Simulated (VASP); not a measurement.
Set up this calculation in VASP 6.6.1, as the native input.

```yaml
Task: single point
Functional: PBE
Potentials_or_basis: VASP PAW PBE potentials, release 64 (Zr_sv, B)
Cutoff: 520 eV
k_mesh: 14 × 14 × 8
Occupations: fermi-dirac, width 0.05 eV
Spin: no spin polarisation
Dipole_correction: no
Further_INCAR_settings: ALGO = Normal; EDIFF = 1e-07; NBANDS = 23
```

The structure of ZrB lies in POSCAR:

```
ZrB
1.0
    4.1272806476      0.0000000000      0.0000000000
   -2.0636403238      3.5743298893      0.0000000000
    0.0000000000      0.0000000000      4.8321362179
Zr B
2 2
Direct
    0.3333333333      0.6666666667     -0.0624776890
    0.6666666667      0.3333333333      0.4375223110
    0.3333333333      0.6666666667      0.4374776890
    0.6666666667      0.3333333333      0.9374776890
```

These files were run (other wordings do the same):

INCAR

```
  PREC = Accurate
  ENCUT = 520
  EDIFF = 1E-7
  ISMEAR = -1
  SIGMA = 0.05
  LREAL = False
  LASPH = True
  NELM = 60
  ALGO = Normal
  ISIF = 2
  LWAVE = False
  LCHARG = False
  GGA = PE
  NBANDS = 23
```

KPOINTS

```
Automatic mesh
0
Gamma
  14 14 8
```

Potentials or basis: VASP PAW PBE potentials, release 64 (Zr_sv, B).

Run with:

```sh
$ cat potpaw_PBE.64/Zr_sv/POTCAR potpaw_PBE.64/B/POTCAR > POTCAR
$ mpirun -np 1 vasp_std > vasp.out
```

It gave:

```yaml
Pressure: 0.1 GPa
Band_gap_on_the_k_mesh: zero (band 15 reaches 5.78 eV, above the bottom of band 16 at 4.17 eV)
```

Wall time 5 min on 1 thread of AMD EPYC 7R13 (shared host), peak memory 0.27 GiB.
